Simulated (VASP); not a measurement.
Crystal: Mg2BeSeO2.

```
Mg Be Se O
1.0
     3.83869    0.00000    0.00000
     0.00000    3.83869    0.00000
     0.00000    0.00000    6.40669
Mg Be Se O
2 1 1 2
Direct
  0.50000 0.00000 0.82913
  0.00000 0.50000 0.17087
  0.50000 0.50000 0.00000
  0.00000 0.00000 0.00000
  0.50000 0.00000 0.31821
  0.00000 0.50000 0.68179
```

```yaml
Program: VASP 6.6.1
Task: relaxation of cell and atoms
Functional: PBE
Potentials_or_basis: VASP PAW PBE potentials, release 64 (Mg, Be, Se, O)
Cutoff: 600 eV
k_mesh: 4 × 4 × 4
Occupations: gaussian, width 0.1 eV
Spin: collinear spin, ferromagnetic start
Starting_moments: "[0.0, 0.0, 0.0, 0.0, 1.0, 1.0] μB"
```

At the start: pressure 18.1 GPa; volume 15.73 Å³/atom.

Where does the relaxation end?

Over 17 steps the energy falls by 2438.2 meV/atom and the volume is 13.45 Å³/atom (-14.5 %); space group P-4m2 (No. 115, to 0.05 Å); moment 0.00 μB per cell.

Step by step:
| step | energy change (eV) | largest force (eV/Å) | pressure (GPa) | volume (Å³) |
| --- | --- | --- | --- | --- |
| 1 | 0.0000 | 7.6724 | 18.10 | 94.41 |
| 2 | -3.7588 | 2.5308 | -9.32 | 120.80 |
| 3 | -3.7584 | 2.5384 | -9.29 | 120.74 |
| 4 | -5.8472 | 2.6485 | -11.50 | 107.91 |
| 5 | -10.6728 | 4.2145 | -0.75 | 74.42 |
| 6 | -11.9418 | 3.8353 | 11.07 | 67.28 |
| 7 | -11.9957 | 3.4546 | 16.43 | 65.50 |
| 8 | -13.6454 | 2.6293 | 13.66 | 68.40 |
| 9 | -13.9626 | 2.4280 | 17.06 | 70.64 |
| 10 | -14.5821 | 0.6419 | -2.79 | 82.07 |
| 11 | -14.6141 | 0.2652 | 0.28 | 79.55 |
| 12 | -14.6140 | 0.2940 | 0.04 | 79.74 |
| 13 | -14.6237 | 0.1834 | 0.11 | 79.87 |
| 14 | -14.6272 | 0.0767 | 0.19 | 79.99 |
| 15 | -14.6272 | 0.0832 | 0.20 | 80.00 |
| 16 | -14.6282 | 0.0713 | 0.09 | 80.18 |
| 17 | -14.6293 | 0.0388 | -0.17 | 80.68 |

Final structure:
```
Mg Be Se O
1.0
     3.07716    0.00000    0.00000
     0.00000    3.07716    0.00000
     0.00000    0.00000    8.52048
Mg Be Se O
2 1 1 2
Direct
  0.50000 0.00000 0.61880
  0.00000 0.50000 0.38120
  0.50000 0.50000 0.00000
  0.00000 0.00000 0.00000
  0.50000 0.00000 0.37491
  0.00000 0.50000 0.62509
```

Caveat: the k points lie up to 0.51 Å⁻¹ apart in the final cell.
